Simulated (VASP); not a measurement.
Here is a VASP 6.6.1 calculation.

File INCAR:

```
SYSTEM = ZrOs
ALGO = Normal
EDIFF = 1E-6
ENCUT = 600
GGA_COMPAT = .False.
ISIF = 2
ISMEAR = -1
LASPH = .True.
LCHARG = .True.
LELF = .True.
LREAL = .False.
LVHAR = .True.
LWAVE = .False.
NBANDS = 17
NELM = 120
PREC = Accurate
SIGMA = 0.2
```

Contents of KPOINTS:

```
k-points
0
Gamma
  6 6 6
  0 0 0
```

The input POSCAR:

```
ZrOs
1.0
    3.2630000000      0.0000000000      0.0000000000
    0.0000000000      3.2630000000      0.0000000000
    0.0000000000      0.0000000000      3.2630000000
Zr Os
1 1
Direct
    0.5000000000      0.5000000000      0.5000000000
    0.0000000000      0.0000000000      0.0000000000
```

Potentials or basis: VASP PAW LDA potentials, release 64 (Zr_sv, Os).

The run is started by

```sh
$ cat potpaw_LDA.64/Zr_sv/POTCAR potpaw_LDA.64/Os/POTCAR > POTCAR
$ mpirun -np 1 vasp_std > vasp.out
```

Problem. Estimate the band gap on the k mesh.

Solution. Zero (bands 10 and 11 overlap by 1.24 eV).

Problem. What does it give for the pressure?

Solution. -6.7 GPa.

Caveat: the cell stands under tension; spin-orbit coupling is left out, which moves the levels of the heavy elements.
